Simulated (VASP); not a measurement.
# AlP5 (P6/mmm) in VASP: notebook

Runs on AlP5. Level: PBE. Tasks: single point, relaxation of cell and atoms.

Program: VASP 6.6.1. These are calculated values, not measurements. Logs are shortened: lines on timing, memory, paths and dates and some standing lists are left out, and cuts for length are marked.

## (1) The cell of the first run

The structure is hexagonal, space group P6/mmm (No. 191). Conventional cell: a = 5.110 Å, b = 5.110 Å, c = 4.271 Å, α = 90.00°, β = 90.00°, γ = 120.00°. Within 3.9 Å of Al (site symmetry 6/mmm) lie 18 P at 2.95 to 3.33 Å. P (site symmetry mmm) has 8 P at 2.55 to 2.60 Å and 4 Al at 3.33 Å within 3.4 Å. P (site symmetry -6m2) has 9 P at 2.60 to 2.95 Å and 3 Al at 2.95 Å within 3.4 Å.

## (2) Single point, PBE

File INCAR:

```
SYSTEM = AlP5
PREC = Accurate
ENCUT = 520
EDIFF = 1E-6
ISMEAR = 0
SIGMA = 0.1
LREAL = .False.
LASPH = .True.
NELM = 80
ALGO = Normal
ISIF = 2
LWAVE = .False.
LCHARG = .False.
GGA = PE
NBANDS = 23
```

File KPOINTS:

```
Automatic mesh
0
Gamma
  6 6 4
  0 0 0
```

File POSCAR:

```
AlP5
1.0
    5.1098881860      0.0000000027      0.0000000000
   -2.5549440953      4.4252929782      0.0000000000
    0.0000000000      0.0000000000      4.2712123641
Al P
1 5
Direct
    0.0000000000      0.0000000000      0.0000000000
    0.5000000000      0.0000000000      0.5000000000
    0.5000000000      0.5000000000      0.5000000000
    0.0000000000      0.5000000000      0.5000000000
    0.3333333333      0.6666666667      0.0000000000
    0.6666666667      0.3333333333      0.0000000000
```

Potentials or basis: VASP PAW PBE potentials, release 64 (Al, P).

The run is started by

```sh
$ cat potpaw_PBE.64/Al/POTCAR potpaw_PBE.64/P/POTCAR > POTCAR
$ mpirun -np 1 vasp_std > vasp.out
```

OUTCAR:

```text
SYSTEM = AlP5
   PREC = Accurate
   ENCUT = 520
   EDIFF = 1E-6
   ISMEAR = 0
   LREAL = .False.
   LASPH = .True.
   NELM = 80
   ISIF = 2
   GGA = PE

 ion  position               nearest neighbor table
   1  0.000  0.000  0.000-   5 2.95   6 2.95   5 2.95   6 2.95   6 2.95   5 2.95
   2  0.500  0.000  0.500-   3 2.55   3 2.55   4 2.55   4 2.55   5 2.60   6 2.60   5 2.60   6 2.60

   3  0.500  0.500  0.500-   2 2.55   2 2.55   4 2.55   4 2.55   5 2.60   6 2.60   5 2.60   6 2.60

   4  0.000  0.500  0.500-   2 2.55   2 2.55   3 2.55   3 2.55   5 2.60   6 2.60   5 2.60   6 2.60

   5  0.333  0.667  0.000-   2 2.60   2 2.60   4 2.60   4 2.60   3 2.60   3 2.60   6 2.95   1 2.95
                             6 2.95   1 2.95   1 2.95   6 2.95
   6  0.667  0.333  0.000-   2 2.60   2 2.60   4 2.60   4 2.60   3 2.60   3 2.60   5 2.95   1 2.95
                             5 2.95   1 2.95   1 2.95   5 2.95

  LATTYP: Found a hexagonal cell.
 ALAT       =     5.1098881860
 C/A-ratio  =     0.8358719817

  Lattice vectors:

 A1 = (   5.1098881860,   0.0000000027,   0.0000000000)
 A2 = (  -2.5549440953,   4.4252929782,   0.0000000000)
 A3 = (   0.0000000000,   0.0000000000,   4.2712123641)

Analysis of symmetry for initial positions (statically):
=====================================================================
 Subroutine PRICEL returns:
 Original cell was already a primitive cell.

 Routine SETGRP: Setting up the symmetry group for a
 hexagonal supercell.

 Subroutine GETGRP returns: Found 24 space group operations
 (whereof 24 operations were pure point group operations)
 out of a pool of 24 trial point group operations.

The static configuration has the point symmetry D_6h.

Analysis of symmetry for dynamics (positions and initial velocities):
=====================================================================
 Subroutine PRICEL returns:
 Original cell was already a primitive cell.

 Routine SETGRP: Setting up the symmetry group for a
 hexagonal supercell.

 Subroutine GETGRP returns: Found 24 space group operations
 (whereof 24 operations were pure point group operations)
 out of a pool of 24 trial point group operations.

The dynamic configuration has the point symmetry D_6h.

 Subroutine INISYM returns: Found 24 space group operations
 (whereof 24 operations are pure point group operations),
 and found     1 'primitive' translations

----------------------------------------------------------------------------------------

                                     Primitive cell

  volume of cell :      96.5839

  direct lattice vectors                    reciprocal lattice vectors
     5.109888186  0.000000003  0.000000000     0.195698998  0.112986870  0.000000000
    -2.554944095  4.425292978  0.000000000    -0.000000000  0.225973739  0.000000000
     0.000000000  0.000000000  4.271212364     0.000000000  0.000000000  0.234125563

  length of vectors
     5.109888186  5.109888186  4.271212364     0.225973739  0.225973739  0.234125563

  position of ions in fractional coordinates (direct lattice)
     0.000000000  0.000000000  0.000000000
     0.500000000  1.000000000  0.500000000
     0.500000000  0.500000000  0.500000000
     0.000000000  0.500000000  0.500000000
     0.333333333  0.666666667  0.000000000
     0.666666667  0.333333333  0.000000000

  ion indices of the primitive-cell ions
   primitive index   ion index
                 1           1
                 2           2
                 3           3
                 4           4
                 5           5
                 6           6

----------------------------------------------------------------------------------------

 KPOINTS: Automatic mesh

Automatic generation of k-mesh.
 Grid dimensions read from file:
 generate k-points for:    6    6    4

 Generating k-lattice:

  Cartesian coordinates                     Fractional coordinates (reciprocal lattice)
     0.032616500  0.018831145  0.000000000     0.166666667  0.000000000  0.000000000
    -0.000000000  0.037662290  0.000000000    -0.000000000  0.166666667  0.000000000
     0.000000000  0.000000000  0.058531391     0.000000000  0.000000000  0.250000000

  Length of vectors
     0.037662290  0.037662290  0.058531391

  Shift w.r.t. Gamma in fractional coordinates (k-lattice)
     0.000000000  0.000000000  0.000000000

 Subroutine IBZKPT returns following result:
 ===========================================

 Found     21 irreducible k-points:

 Following reciprocal coordinates:
            Coordinates               Weight
  0.000000  0.000000  0.000000      1.000000
  0.166667  0.000000  0.000000      6.000000
  0.333333  0.000000  0.000000      6.000000
  0.500000  0.000000  0.000000      3.000000
  0.166667  0.166667  0.000000      6.000000
  0.333333  0.166667  0.000000     12.000000
[... 13 lines left out ...]
  0.333333  0.166667  0.500000     12.000000
  0.333333  0.333333  0.500000      2.000000
   k-points           NKPTS =     21   k-points in BZ     NKDIM =     21   number of bands    NBANDS=     23
   number of dos      NEDOS =    301   number of ions     NIONS =      6
   total plane-waves  NPLWV =  51200
   dimension x,y,z NGX =    40 NGY =   40 NGZ =   32
   dimension x,y,z NGXF=    80 NGYF=   80 NGZF=   64
   ions per type =               1   5
   NGX,Y,Z   is equivalent  to a cutoff of  13.01, 13.01, 12.46 a.u.
   NGXF,Y,Z  is equivalent  to a cutoff of  26.03, 26.03, 24.91 a.u.
 SYSTEM =  AlP5
   PREC   = accura    normal or accurate (medium, high low for compatibility)
   ISTART =      0    job   : 0-new  1-cont  2-samecut
   ICHARG =      2    charge: 1-file 2-atom 10-const
   ISPIN  =      1    spin polarized calculation?
   LNONCOLLINEAR =      F non collinear calculations
   LSORBIT =      F    spin-orbit coupling
   LASPH  =      T    aspherical Exc in radial PAW
   ENCUT  =  520.0 eV  38.22 Ry    6.18 a.u.   9.50  9.50  7.94*2*pi/ulx,y,z
   NELM   =     80;   NELMIN=  2; NELMDL= -5     # of ELM steps
   EDIFF  = 0.1E-05   stopping-criterion for ELM
   LREAL  =      F    real-space projection
   EDIFFG = 0.1E-04   stopping-criterion for IOM
   NSW    =      0    number of steps for IOM
   IBRION =     -1    ionic relax: 0-MD 1-quasi-New 2-CG
   NFREE  =      0    steps in history (QN), initial steepest desc. (CG)
   ISIF   =      2    stress and relaxation
   ISYM   =      2    0-nonsym 1-usesym 2-fastsym
   POTIM  = 0.5000    time-step for ionic-motion
   TEBEG  =    0.0;   TEEND  =   0.0 temperature during run
   PSTRESS=    0.0 pullay stress
   NELECT =      28.0000    total number of electrons
   NUPDOWN=      -1.0000    fix difference up-down
   EMIN   =  10.00;   EMAX   =-10.00  energy-range for DOS
   EFERMI =   0.00;   METHOD = LEGACY
   ISMEAR =     0;   SIGMA  =   0.10  broadening in eV -4-tet -1-fermi 0-gaus
   EFERMI_NEDOS =   21; number of points for ismear=-14 and -15
   IALGO  =     38    algorithm
   IMIX   =      4    mixing-type and parameters
     AMIX     =   0.40;   BMIX     =  1.00
     AMIX_MAG =   1.60;   BMIX_MAG =  1.00
  volume/ion in A,a.u.               =      16.10       108.63
  Fermi-wavevector in a.u.,A,eV,Ry     =   1.083493  2.047504 15.972646  1.173956
  Thomas-Fermi vector in A             =   2.219560
   LORBIT       =      0    0 simple, 1 ext, 2 COOP (PROOUT), +10 PAW based schemes
   GGA     = PE    functional components
   LHFCALC =     F    Hartree Fock is set to
   AEXX    =    0.0000 exact exchange contribution
   IVDW    =     0    specifies the selected vdW correction
   LEPSILON=     F    determine dielectric tensor
   LRPA    =     F    only Hartree local field effects (RPA)
 non-spin polarized calculation
 Gauss-broadening in eV      SIGMA  =   0.10
  energy-cutoff  :      520.00
  volume of cell :       96.58
 maximum number of plane-waves:      2631
 NGX is ok and might be reduce to    40
   NGX = 19   NGY = 19   NGZ = 15

 number of electron      27.9999996 magnetization

 Free energy of the ion-electron system (eV)
  ---------------------------------------------------
  ext. energy  EPLUGINS =         0.00000000
  ---------------------------------------------------
  free energy    TOTEN  =       -26.72344453 eV

  energy without entropy =      -26.71143550  energy(sigma->0) =      -26.71744002

 E-fermi :   8.6383     XC(G=0): -10.7772

 val. band max:        8.6066675566   @ k =   0.3333   0.0000   0.0000
 cond. band min:       8.6968020360   @ k =   0.3333   0.0000   0.2500
 fundamental gap:      0.0901344795
 Fermi energy:         8.6383280768

 k-point     1 :       0.0000    0.0000    0.0000
  band No.  band energies     occupation
      1      -7.4941      2.00000
      2      -2.4091      2.00000
      3      -1.0506      2.00000
      4      -1.0506      2.00000
      5      -0.2969      2.00000
      6       0.9384      2.00000
[... 15 lines left out ...]
     22      12.7083      0.00000
     23      12.9347      0.00000

 k-point     2 :       0.1667    0.0000    0.0000
  band No.  band energies     occupation
      1      -7.3337      2.00000
      2      -3.3726      2.00000
      3      -1.2091      2.00000
      4      -0.2083      2.00000
      5      -0.1508      2.00000
      6       1.0880      2.00000
[... 15 lines left out ...]
     22      13.1116      0.00000
     23      14.2911      0.00000

 k-point     3 :       0.3333    0.0000    0.0000
  band No.  band energies     occupation
      1      -6.8846      2.00000
      2      -4.6121      2.00000
      3      -1.4684      2.00000
      4       0.1973      2.00000
      5       0.3320      2.00000
      6       1.5058      2.00000
[... 15 lines left out ...]
     22      13.7784      0.00000
     23      14.3498      0.00000
[... 417 lines left out ...]
 k-point    20 :       0.3333    0.1667    0.5000
  band No.  band energies     occupation
      1      -5.1251      2.00000
      2      -3.8645      2.00000
      3      -3.8450      2.00000
      4      -2.7392      2.00000
      5      -0.9324      2.00000
      6       1.3639      2.00000
[... 15 lines left out ...]
     22      12.3208      0.00000
     23      12.8745      0.00000

 k-point    21 :       0.3333    0.3333    0.5000
  band No.  band energies     occupation
      1      -4.5299      2.00000
      2      -4.5299      2.00000
      3      -3.3310      2.00000
      4      -3.3310      2.00000
      5      -1.1692      2.00000
      6       0.9878      2.00000
[... 15 lines left out ...]
     22      13.0228      0.00000
     23      13.4969      0.00000

------------------------ aborting loop because EDIFF is reached ----------------------------------------

  FORCE on cell =-STRESS in cart. coord.  units (eV):
  Direction    XX          YY          ZZ          XY          YZ          ZX
  --------------------------------------------------------------------------------------
  -------------------------------------------------------------------------------------
  Total       -0.0730727     -0.0730727     -0.1290733     -0.0000000     -0.0000000     -0.0000000
  in kB       -1.2121641     -1.2121641     -2.1411274     -0.0000000     -0.0000000     -0.0000000
  external PRESSURE =      -1.5218185 kB  Pullay stress =       0.0000000 kB

 VOLUME and BASIS-vectors are now :
 -----------------------------------------------------------------------------
  energy-cutoff  :      520.00
  volume of cell :       96.58
      direct lattice vectors                 reciprocal lattice vectors
     5.109888186  0.000000003  0.000000000     0.195698998  0.112986870  0.000000000
    -2.554944095  4.425292978  0.000000000    -0.000000000  0.225973739  0.000000000
     0.000000000  0.000000000  4.271212364     0.000000000  0.000000000  0.234125563

 POSITION                                       TOTAL-FORCE (eV/Angst)
 -----------------------------------------------------------------------------------
      0.00000      0.00000      0.00000         0.000000     -0.000000      0.000000
      2.55494      0.00000      2.13561         0.000000     -0.000000      0.000000
      1.27747      2.21265      2.13561         0.000000     -0.000000      0.000000
     -1.27747      2.21265      2.13561         0.000000     -0.000000      0.000000
     -0.00000      2.95020      0.00000        -0.000000      0.000000     -0.000000
      2.55494      1.47510      0.00000         0.000000      0.000000      0.000000
 -----------------------------------------------------------------------------------
    total drift:                               -0.000000     -0.000000     -0.000000

  FREE ENERGIE OF THE ION-ELECTRON SYSTEM (eV)
  ---------------------------------------------------
  free  energy   TOTEN  =       -26.7234445348 eV

  energy  without entropy=      -26.7114355016  energy(sigma->0) =      -26.71744002
```

It took 36 s on 1 thread of AMD EPYC 7R43 (Zen 3), shared host; peak memory 0.18 GiB.

What came out:

```
Free energy            : -26.7234 eV
Pressure               : -0.2 GPa
Band gap on the k mesh : zero (band 14 reaches 9.69 eV, above the bottom of band 15 at 7.04 eV)
```

Stress tensor (GPa, compression positive):
```
-0.12  0.00  0.00
 0.00 -0.12  0.00
 0.00  0.00 -0.21
```

Caveat: the k points lie up to 0.37 Å⁻¹ apart.

## (3) Single point, PBE

This run uses another cell than the first one, of 20.16 Å³/atom, 1.252 times its volume.

File INCAR:

```
ALGO     = Normal         # electronic algorithm
EDIFF    = 1E-6           # SCF threshold, eV
ENCUT    = 520            # plane-wave cutoff, eV
GGA      = PE             # functional
ISIF     = 2              # what is computed and relaxed
ISMEAR   = 0              # smearing method
LASPH    = True           # aspherical terms in the spheres
LCHARG   = False          # write CHGCAR
LREAL    = False          # projectors in reciprocal space
LWAVE    = False          # write WAVECAR
NBANDS   = 23             # bands
NELM     = 60             # most SCF steps
PREC     = Accurate       # precision mode
SIGMA    = 0.1            # smearing width, eV
```

File KPOINTS:

```
k-points
0
Gamma
  6 6 4
```

File POSCAR:

```
AlP5
1.0
    5.5136980100      0.0000000000      0.0000000000
   -2.7568490100      4.7750025500      0.0000000000
    0.0000000000      0.0000000000      4.5940372000
Al P
1 5
Direct
    0.0000000000      0.0000000000      0.0000000000
    0.5000000000      0.0000000000      0.5000000000
    0.5000000000      0.5000000000      0.5000000000
    0.0000000000      0.5000000000      0.5000000000
    0.3333333300      0.6666666700      0.0000000000
    0.6666666700      0.3333333300      0.0000000000
```

Potentials or basis: VASP PAW PBE potentials, release 64 (Al, P).

The run is started by

```sh
$ cat potpaw_PBE.64/Al/POTCAR potpaw_PBE.64/P/POTCAR > POTCAR
$ mpirun -np 1 vasp_std > vasp.out
```

OUTCAR:

```text
EDIFF = 1E-6
   ENCUT = 520
   GGA = PE
   ISIF = 2
   ISMEAR = 0
   LASPH = True
   LREAL = False
   NELM = 60
   PREC = Accurate

 ion  position               nearest neighbor table
   1  0.000  0.000  0.000-
   2  0.500  0.000  0.500-   4 2.76   4 2.76   3 2.76   3 2.76   5 2.79   6 2.79   5 2.79   6 2.79

   3  0.500  0.500  0.500-   4 2.76   4 2.76   2 2.76   2 2.76   5 2.79   6 2.79   5 2.79   6 2.79

   4  0.000  0.500  0.500-   3 2.76   3 2.76   2 2.76   2 2.76   5 2.79   6 2.79   5 2.79   6 2.79

   5  0.333  0.667  0.000-   4 2.79   4 2.79   2 2.79   2 2.79   3 2.79   3 2.79
   6  0.667  0.333  0.000-   4 2.79   4 2.79   2 2.79   2 2.79   3 2.79   3 2.79

  LATTYP: Found a hexagonal cell.
 ALAT       =     5.5136980100
 C/A-ratio  =     0.8332043561

  Lattice vectors:

 A1 = (   5.5136980100,   0.0000000000,   0.0000000000)
 A2 = (  -2.7568490100,   4.7750025500,   0.0000000000)
 A3 = (   0.0000000000,   0.0000000000,   4.5940372000)

Analysis of symmetry for initial positions (statically):
[... 176 lines left out ...]
  energy without entropy =      -25.69588276  energy(sigma->0) =      -25.70233188

 E-fermi :   5.9005     XC(G=0):  -9.8469

 val. band max:        5.8727482555   @ k =   0.0000   0.0000   0.5000
 cond. band min:       5.9017871970   @ k =   0.1667   0.1667   0.5000
 fundamental gap:      0.0290389414
 Fermi energy:         5.9004922828

 k-point     1 :       0.0000    0.0000    0.0000
  band No.  band energies     occupation
      1      -8.1279      2.00000
      2      -3.9599      2.00000
      3      -3.1102      2.00000
      4      -3.1102      2.00000
      5      -2.6486      2.00000
      6      -0.1413      2.00000
[... 535 lines left out ...]
     22       9.3354      0.00000
     23      10.2062      0.00000

------------------------ aborting loop because EDIFF is reached ----------------------------------------

  FORCE on cell =-STRESS in cart. coord.  units (eV):
  Direction    XX          YY          ZZ          XY          YZ          ZX
  --------------------------------------------------------------------------------------
  -------------------------------------------------------------------------------------
  Total       -8.1207761     -8.1207761     -8.5272897      0.0000000      0.0000000      0.0000000
  in kB     -107.5714516   -107.5714518   -112.9563136      0.0000001      0.0000000      0.0000000
  external PRESSURE =    -109.3664057 kB  Pullay stress =       0.0000000 kB

 VOLUME and BASIS-vectors are now :
 -----------------------------------------------------------------------------
  energy-cutoff  :      520.00
  volume of cell :      120.95
      direct lattice vectors                 reciprocal lattice vectors
     5.513698010  0.000000000  0.000000000     0.181366480  0.104711986  0.000000000
    -2.756849010  4.775002550  0.000000000     0.000000000  0.209423972  0.000000000
     0.000000000  0.000000000  4.594037200     0.000000000  0.000000000  0.217673466

 POSITION                                       TOTAL-FORCE (eV/Angst)
 -----------------------------------------------------------------------------------
      0.00000      0.00000      0.00000        -0.000000      0.000000      0.000000
      2.75685      0.00000      2.29702        -0.000000      0.000000      0.000000
      1.37842      2.38750      2.29702        -0.000000      0.000000      0.000000
     -1.37842      2.38750      2.29702        -0.000000      0.000000      0.000000
     -0.00000      3.18334      0.00000        -0.000000      0.000000     -0.000000
      2.75685      1.59167      0.00000         0.000000     -0.000000      0.000000
 -----------------------------------------------------------------------------------
    total drift:                                0.000000     -0.000000      0.000000

  FREE ENERGIE OF THE ION-ELECTRON SYSTEM (eV)
  ---------------------------------------------------
  free  energy   TOTEN  =       -25.7087810032 eV

  energy  without entropy=      -25.6958827567  energy(sigma->0) =      -25.70233188
```

stdout:

```text
POSCAR found type information on POSCAR AlP
 POSCAR found :  2 types and       6 ions
 scaLAPACK will be used
 LDA part: xc-table for (Slater+PW92), standard interpolation
 POSCAR, INCAR and KPOINTS ok, starting setup
 FFT: planning ... GRIDC
 FFT: planning ... GRID_SOFT
 FFT: planning ... GRID
 WAVECAR not read
 entering main loop
```

Wall time 48 s (1 thread of AMD EPYC 7R43 (Zen 3), shared host); peak memory 0.2 GiB.

Results:

```yaml
Free_energy: -25.7088 eV
Pressure: -10.9 GPa
Band_gap_on_the_k_mesh: zero (band 14 reaches 6.39 eV, above the bottom of band 15 at 4.83 eV)
```

Levels at points of the mesh, in eV from the Fermi level:
| k point | band 12 | band 13 | band 14 | band 15 | band 16 | band 17 |
| --- | --- | --- | --- | --- | --- | --- |
| (0.00, 0.00, 0.00) | -1.70 | -1.70 | -0.99 | -0.99 | 0.35 | 0.35 |
| (0.50, 0.00, 0.00) | -1.87 | -1.40 | -1.19 | -1.07 | 0.92 | 1.22 |
| (0.00, 0.00, 0.50) | -1.99 | -1.99 | -0.03 | 0.20 | 0.75 | 2.86 |
| (0.50, 0.00, 0.50) | -0.96 | -0.95 | -0.88 | 0.19 | 1.42 | 1.43 |

[end of part 1 of 2]
